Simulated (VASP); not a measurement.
ZrB: single point with LDA

ZrB:

```
Zr B
1.0
     0.00000    2.37060    2.37060
     2.37060    0.00000    2.37060
     2.37060    2.37060    0.00000
Zr B
1 1
Direct
  0.00000 0.00000 0.00000
  0.50000 0.50000 0.50000
```

```yaml
Program: VASP 6.6.1
Task: single point
Functional: LDA
Potentials_or_basis: VASP PAW LDA potentials, release 64 (Zr_sv, B)
Cutoff: 520 eV
k_mesh: 10 × 10 × 10
Occupations: fermi-dirac, width 0.05 eV
Spin: no spin polarisation
Dipole_correction: no
Further_INCAR_settings: ALGO = Normal; EDIFF = 1e-07; NBANDS = 14
```

| Property | Result |
| --- | --- |
| Pressure | 11.3 GPa |

Levels at points of the mesh, in eV from the Fermi level:
| k point | band 4 | band 5 | band 6 | band 7 | band 8 | band 9 | band 10 | band 11 | band 12 | band 13 |
| --- | --- | --- | --- | --- | --- | --- | --- | --- | --- | --- |
| (0.00, 0.00, 0.00) | -24.67 | -8.11 | 1.83 | 1.83 | 1.83 | 3.49 | 3.49 | 3.67 | 3.67 | 3.67 |
| (0.50, 0.00, 0.00) | -24.75 | -4.03 | -3.67 | -1.31 | -1.31 | 5.37 | 5.37 | 6.84 | 8.06 | 12.57 |
| (0.50, 0.50, 0.00) | -24.94 | -6.22 | -1.00 | -0.44 | 2.37 | 2.37 | 5.14 | 6.44 | 6.44 | 9.86 |

Run time: 41 s on 1 thread of AMD EPYC 7R13, on a shared host, peak memory 0.12 GiB.
